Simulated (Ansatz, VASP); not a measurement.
**Al3Ru: VASP beside Ansatz**

```xyz
8
Lattice="5.2171 0.0000 0.0000 0.0000 5.2171 0.0000 0.0000 0.0000 5.2171" Properties=species:S:1:pos:R:3 pbc="T T T"
Al    2.6086    1.3043    0.0000
Al    2.6086    3.9129    0.0000
Al    1.3043    0.0000    2.6086
Al    3.9129    0.0000    2.6086
Al    0.0000    2.6086    1.3043
Al    0.0000    2.6086    3.9129
Ru    2.6086    2.6086    2.6086
Ru    0.0000    0.0000    0.0000
```

Change from the starting cell: species swapped into the Zr3Au type (Pm-3n, No. 223).

Alike in both runs: task single point; functional PBE; k mesh 4 × 4 × 4; occupations gaussian, width 0.1 eV; no spin polarisation.

```csv
,VASP,Ansatz
version,VASP 6.6.1,Ansatz 0.2.0
potentials or method,"VASP PAW PBE potentials, release 64 (Al, Ru_pv), cutoff 520 eV","scalar-relativistic, plane waves, PAW"
valence electrons in the cell,46,50
```

Ansatz gave:

```
gap on the k mesh at the Fermi level (eV) : none
pressure (GPa)                            : -17.3
```

Which values does VASP return?

gap on the k mesh at the Fermi level (eV): none; pressure (GPa): -17.4.

A gap of «none» marks a metal or a gap that the smearing closes. VASP's potentials hold 46 valence electrons a cell and Ansatz's 50, so a difference there can come from the potentials and not from the codes.
